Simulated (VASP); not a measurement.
# In (P6_3/mmc) in VASP: a series of runs, part 2 of 2

VASP 6.6.1. The steps go on from the part before.

## Step 3: Single point, PBE+D3(BJ) (strain -0.030 along x and y, -0.015 along z)

File INCAR:

```
SYSTEM = In
ALGO = Fast ; EDIFF = 1E-7
ENCUT = 520 ; GGA = PE
ISIF = 2 ; ISMEAR = 0
IVDW = 12 ; LASPH = .True.
LCHARG = .True. ; LELF = .True.
LREAL = .False. ; LVHAR = .True.
LWAVE = .False. ; NBANDS = 20
NELM = 80 ; PREC = Accurate
SIGMA = 0.15
```

File KPOINTS:

```
k-points
0
Gamma
  18 18 10
  0 0 0
```

File POSCAR:

```
In
1.0
    3.2354202386      0.0000000000      0.0000000000
   -1.6177101193      2.8019561185      0.0000000000
    0.0000000000      0.0000000000      5.4265057762
In
2
Direct
    0.3333333333      0.6666666667      0.2500000000
    0.6666666667      0.3333333333      0.7500000000
```

Potentials or basis: VASP PAW PBE potentials, release 64 (In_d).

On the command line:

```console
$ cat potpaw_PBE.64/In_d/POTCAR > POTCAR
$ mpirun -np 1 vasp_std > vasp.out
```

OUTCAR:

```text
SYSTEM = In
   EDIFF = 1E-7
   ENCUT = 520
   GGA = PE
   ISIF = 2
   ISMEAR = 0
   IVDW = 12
   LASPH = .True.
   LREAL = .False.
   NELM = 80
   PREC = Accurate
 IVDW          = 12

 ion  position               nearest neighbor table
   1  0.333  0.667  0.250-   2 3.29   2 3.29   2 3.29   2 3.29   2 3.29   2 3.29
   2  0.667  0.333  0.750-   1 3.29   1 3.29   1 3.29   1 3.29   1 3.29   1 3.29

  LATTYP: Found a hexagonal cell.
 ALAT       =     3.2354202386
 C/A-ratio  =     1.6772182208

  Lattice vectors:

 A1 = (   3.2354202386,   0.0000000000,   0.0000000000)
 A2 = (  -1.6177101193,   2.8019561185,   0.0000000000)
 A3 = (   0.0000000000,   0.0000000000,   5.4265057762)

Analysis of symmetry for initial positions (statically):
=====================================================================
 Subroutine PRICEL returns:
 Original cell was already a primitive cell.

 Routine SETGRP: Setting up the symmetry group for a
 hexagonal supercell.

 Subroutine GETGRP returns: Found 24 space group operations
 (whereof 12 operations were pure point group operations)
[... 163 lines left out ...]
  free energy    TOTEN  =        -5.01406283 eV

  energy without entropy =       -5.00164984  energy(sigma->0) =       -5.00785634

 E-fermi :   8.2919     XC(G=0): -10.5504

 val. band max:        8.2901342133   @ k =   0.2778   0.2222   0.5000
 cond. band min:       8.3155393906   @ k =   0.3333   0.2222   0.1000
 fundamental gap:      0.0254051773
 Fermi energy:         8.2918931663

 k-point     1 :       0.0000    0.0000    0.0000
  band No.  band energies     occupation
      1      -6.5565      2.00000
      2      -6.4861      2.00000
      3      -6.4348      2.00000
      4      -6.4348      2.00000
      5      -6.4031      2.00000
      6      -6.4031      2.00000
[... 541 lines left out ...]
     19      17.0907      0.00000
     20      18.4183      0.00000

 [... further k-points ...]

------------------------ aborting loop because EDIFF is reached ----------------------------------------

 Edisp (eV)   -0.72080

 E8    (eV) :    -0.3600

  FORCE on cell =-STRESS in cart. coord.  units (eV):
  Direction    XX          YY          ZZ          XY          YZ          ZX
  --------------------------------------------------------------------------------------
  -------------------------------------------------------------------------------------
  Total       1.00753     1.00753     0.83183    -0.00000     0.00000     0.00000
  in kB      32.81382    32.81382    27.09144    -0.00000     0.00000     0.00000
  external pressure =       30.91 kB  Pullay stress =        0.00 kB

 VOLUME and BASIS-vectors are now :
 -----------------------------------------------------------------------------
  energy-cutoff  :      520.00
  volume of cell :       49.19
      direct lattice vectors                 reciprocal lattice vectors
     3.235420239  0.000000000  0.000000000     0.309078860  0.178446763  0.000000000
    -1.617710119  2.801956119  0.000000000     0.000000000  0.356893526  0.000000000
     0.000000000  0.000000000  5.426505776     0.000000000  0.000000000  0.184280648

 POSITION                                       TOTAL-FORCE (eV/Angst)
 -----------------------------------------------------------------------------------
     -0.00000      1.86797      1.35663        -0.000000     -0.000000      0.000000
      1.61771      0.93399      4.06988         0.000000      0.000000     -0.000000
 -----------------------------------------------------------------------------------
    total drift:                               -0.000000      0.000000      0.000000

  FREE ENERGIE OF THE ION-ELECTRON SYSTEM (eV)
  ---------------------------------------------------
  free  energy   TOTEN  =        -5.7348664119 eV

  energy  without entropy=       -5.7224534203  energy(sigma->0) =       -5.72865992
```

OSZICAR:

```text
N       E                     dE             d eps       ncg     rms          rms(c)
DAV:   1     0.211462141774E+03    0.21146E+03   -0.13214E+04  8920   0.186E+03
DAV:   2     0.105760932774E+02   -0.20089E+03   -0.19705E+03  8956   0.376E+02
DAV:   3    -0.462834608501E+01   -0.15204E+02   -0.15111E+02 10200   0.118E+02
DAV:   4    -0.505685512202E+01   -0.42851E+00   -0.42820E+00 10724   0.214E+01
DAV:   5    -0.507995843446E+01   -0.23103E-01   -0.23101E-01 12928   0.418E+00    0.385E+00
RMM:   6    -0.502575104133E+01    0.54207E-01   -0.84656E-02 10555   0.387E+00    0.201E+00
RMM:   7    -0.501430151021E+01    0.11450E-01   -0.37029E-02 10246   0.210E+00    0.326E-01
RMM:   8    -0.501384236720E+01    0.45914E-03   -0.51539E-03 12108   0.107E+00    0.117E-01
RMM:   9    -0.501401286610E+01   -0.17050E-03   -0.18883E-03 13113   0.373E-01    0.579E-02
RMM:  10    -0.501404072332E+01   -0.27857E-04   -0.55159E-04 11520   0.374E-01    0.218E-02
RMM:  11    -0.501405558377E+01   -0.14860E-04   -0.24899E-04 13559   0.148E-01    0.436E-02
RMM:  12    -0.501405706533E+01   -0.14816E-05   -0.63137E-05 11249   0.108E-01    0.306E-02
RMM:  13    -0.501406231487E+01   -0.52495E-05   -0.43341E-05 14963   0.532E-02    0.162E-02
RMM:  14    -0.501406281355E+01   -0.49869E-06   -0.50107E-06 13709   0.156E-02    0.178E-02
RMM:  15    -0.501406283207E+01   -0.18521E-07   -0.79367E-07  8246   0.668E-03
   1 F= -.57348664E+01 E0= -.57286599E+01  d E =-.124130E-01
```

stdout:

```text
POSCAR found type information on POSCAR In
 POSCAR found :  1 types and       2 ions
 scaLAPACK will be used
 LDA part: xc-table for (Slater+PW92), standard interpolation
 POSCAR, INCAR and KPOINTS ok, starting setup
 FFT: planning ... GRIDC
 FFT: planning ... GRID_SOFT
 FFT: planning ... GRID
 WAVECAR not read
 entering main loop
WARNING in EDDRMM: call to ZHEGV failed, returncode =   6  3     19
WARNING in EDDRMM: call to ZHEGV failed, returncode =   8  4     20
WARNING in EDDRMM: call to ZHEGV failed, returncode =   8  4     18
WARNING in EDDRMM: call to ZHEGV failed, returncode =   6  3     20
 num prob WARNING in EDDRMM: call to ZHEGV failed, returncode =   8  4     19
 num prob  num prob  num prob  num prob  num prob WARNING in EDDRMM: call to ZHEGV failed, returncode =   8  4     20
```

Wall time 68 s (1 thread of Intel Xeon 6975P-C (Granite Rapids), shared host); peak memory 0.29 GiB.

What came out:

- Free energy: -5.7349 eV
- Pressure: 3.1 GPa
- Band gap on the k mesh: zero (band 13 reaches 11.94 eV, above the bottom of band 14 at 5.41 eV)
- Dispersion energy per atom: -0.360 eV

Caveat: the cell differs from its parent crystal (strain -0.030 along x and y, -0.015 along z); spin-orbit coupling is left out, which moves the levels of the heavy elements; pairwise dispersion overbinds metals, which lowers pressure and volume.

## Step 4: Single point, PBE+D3(BJ) (strain -0.030 along x and y, +0.000 along z)

File INCAR:

```
  ALGO = Fast
  EDIFF = 1E-7
  ENCUT = 520
  GGA = PE
  ISIF = 2
  ISMEAR = 0
  IVDW = 12
  LASPH = T
  LCHARG = F
  LREAL = F
  LWAVE = F
  NBANDS = 20
  NELM = 60
  PREC = Accurate
  SIGMA = 0.15
```

File KPOINTS:

```
k-points
0
Gamma
  18 18 10
```

Changes to POSCAR since step 3:

```diff
@@ -4,3 +4,3 @@
    -1.6177101193      2.8019561185      0.0000000000
-    0.0000000000      0.0000000000      5.4265057762
+    0.0000000000      0.0000000000      5.5091429200
 In
```

On the command line:

```console
$ cat potpaw_PBE.64/In_d/POTCAR > POTCAR
$ mpirun -np 1 vasp_std > vasp.out
```

Wall time 83 s (1 thread of Intel Xeon 6975P-C (Granite Rapids), shared host); peak memory 0.29 GiB.

It converged, with:

```
Free energy                : -5.7458 eV
Pressure                   : 2.3 GPa
Band gap on the k mesh     : zero (band 13 reaches 11.57 eV, above the bottom of band 14 at 5.28 eV)
Dispersion energy per atom : -0.355 eV
```

Stress tensor (GPa, compression positive):
```
2.54 0.00 0.00
0.00 2.54 0.00
0.00 0.00 1.85
```

Levels at points of the mesh, in eV from the Fermi level:
```tsv
k point	band 11	band 12	band 13	band 14	band 15	band 16
(0.00, 0.00, 0.00)	-9.91	-4.84	-3.77	9.22	9.22	9.95
(0.50, 0.00, 0.00)	-4.82	-4.25	0.08	0.09	0.85	2.89
(0.00, 0.00, 0.50)	-8.55	-8.55	2.55	2.55	10.22	10.22
(0.50, 0.00, 0.50)	-3.54	-3.54	-2.83	-2.83	6.02	6.02
```

Caveat: the cell differs from its parent crystal (strain -0.030 along x and y, +0.000 along z); spin-orbit coupling is left out, which moves the levels of the heavy elements; pairwise dispersion overbinds metals, which lowers pressure and volume.

## Step 5: Single point, PBE+D3(BJ) (strain -0.015 along x and y, -0.030 along z)

File INCAR:

```
SYSTEM = In
PREC     = Accurate       ! precision mode
ENCUT    = 520            ! plane-wave cutoff, eV
EDIFF    = 1E-7           ! SCF threshold, eV
ISMEAR   = 0              ! smearing method
SIGMA    = 0.15           ! smearing width, eV
LREAL    = .FALSE.        ! projectors in reciprocal space
LASPH    = .TRUE.         ! aspherical terms in the spheres
NELM     = 80             ! most SCF steps
ALGO     = Fast           ! electronic algorithm
ISIF     = 2              ! what is computed and relaxed
LWAVE    = .FALSE.        ! write WAVECAR
LCHARG   = .FALSE.        ! write CHGCAR
GGA      = PE             ! functional
IVDW     = 12             ! dispersion correction
NBANDS   = 20             ! bands
```

File KPOINTS:

```
regular mesh
0
G
  18 18 10
  0 0 0
```

File POSCAR:

```
In
1.0
    3.2854525103      0.0000000000      0.0000000000
   -1.6427262551      2.8452853368      0.0000000000
    0.0000000000      0.0000000000      5.3438686324
In
2
Direct
    0.3333333333      0.6666666667      0.2500000000
    0.6666666667      0.3333333333      0.7500000000
```

On the command line:

```console
$ cat potpaw_PBE.64/In_d/POTCAR > POTCAR
$ mpirun -np 1 vasp_std > vasp.out
```

It took 72 s on 1 thread of Intel Xeon 6975P-C (Granite Rapids), shared host; peak memory 0.29 GiB.

Results (log left out):

```
Free energy                : -5.7501 eV
Pressure                   : 2.2 GPa
Band gap on the k mesh     : zero (band 13 reaches 11.95 eV, above the bottom of band 14 at 5.27 eV)
Dispersion energy per atom : -0.355 eV
```

Levels at points of the mesh, in eV from the Fermi level:
```csv
k point,band 11,band 12,band 13,band 14,band 15,band 16
"(0.00, 0.00, 0.00)",-9.92,-4.34,-3.61,8.57,8.57,10.50
"(0.50, 0.00, 0.00)",-5.04,-4.39,0.36,0.43,0.85,2.96
"(0.00, 0.00, 0.50)",-8.46,-8.46,3.27,3.27,9.66,9.66
"(0.50, 0.00, 0.50)",-3.67,-3.67,-2.84,-2.84,5.71,5.71
```

Caveat: the cell differs from its parent crystal (strain -0.015 along x and y, -0.030 along z); spin-orbit coupling is left out, which moves the levels of the heavy elements; pairwise dispersion overbinds metals, which lowers pressure and volume.

## Step 6: The runs side by side

```csv
cell,gap on the mesh (eV),pressure (GPa)
"a = 3.235, b = 3.235, c = 5.344 Å, angles 90.0, 90.0, 120.0°, 2 atoms",none,3.9
"a = 3.235, b = 3.235, c = 5.427 Å, angles 90.0, 90.0, 120.0°, 2 atoms",none,3.1
"a = 3.235, b = 3.235, c = 5.509 Å, angles 90.0, 90.0, 120.0°, 2 atoms",none,2.3
"a = 3.285, b = 3.285, c = 5.344 Å, angles 90.0, 90.0, 120.0°, 2 atoms",none,2.2
```

Alike in all rows: task single point; level PBE+D3(BJ); potentials or basis VASP PAW PBE potentials, release 64 (In_d); no spin polarisation; k mesh 18 × 18 × 10; cutoff (eV) 520; smearing gaussian 0.15 eV.

Caveats: spin-orbit coupling is left out, which moves the levels of the heavy elements; pairwise dispersion overbinds metals, which lowers pressure and volume.

Absolute energies hang on the potentials; compare differences alone.
